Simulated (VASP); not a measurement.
Set up this calculation in VASP 6.6.1, as the native input.

```yaml
Task: single point
Functional: LDA
Potentials_or_basis: VASP PAW LDA potentials, release 64 (In_d)
Cutoff: 520 eV
k_mesh: 13 × 13 × 13
Occupations: fermi-dirac, width 0.1 eV
Spin: no spin polarisation
Dipole_correction: no
Further_INCAR_settings: ALGO = Normal; EDIFF = 1e-07; NBANDS = 12
```

The structure of In lies in POSCAR:

```
In
1.0
    0.0000000000      2.2110465309      2.2110465309
    2.2110465309      0.0000000000      2.2110465309
    2.2110465309      2.2110465309      0.0000000000
In
1
Direct
    0.0000000000      0.0000000000      0.0000000000
```

This cell differs from its parent crystal: volume scaled by 0.88.

These files were run (other wordings do the same):

INCAR

```
SYSTEM = In
ALGO = Normal
EDIFF = 1E-7
ENCUT = 520
ISIF = 2
ISMEAR = -1
LASPH = .TRUE.
LCHARG = .FALSE.
LREAL = .FALSE.
LWAVE = .FALSE.
NBANDS = 12
NELM = 60
PREC = Accurate
SIGMA = 0.1
```

KPOINTS

```
k-points
0
G
  13 13 13
  0 0 0
```

Potentials or basis: VASP PAW LDA potentials, release 64 (In_d).

Launch:

```console
$ cat potpaw_LDA.64/In_d/POTCAR > POTCAR
$ mpirun -np 1 vasp_std > vasp.out
```

It gave:

The pressure is 9.2 GPa.

Wall time 8.9 s on 1 thread of Intel(R) Xeon(R) Platinum 8259CL CPU @ 2.50GHz (Skylake/Cascade Lake) (shared host), peak memory 0.14 GiB.
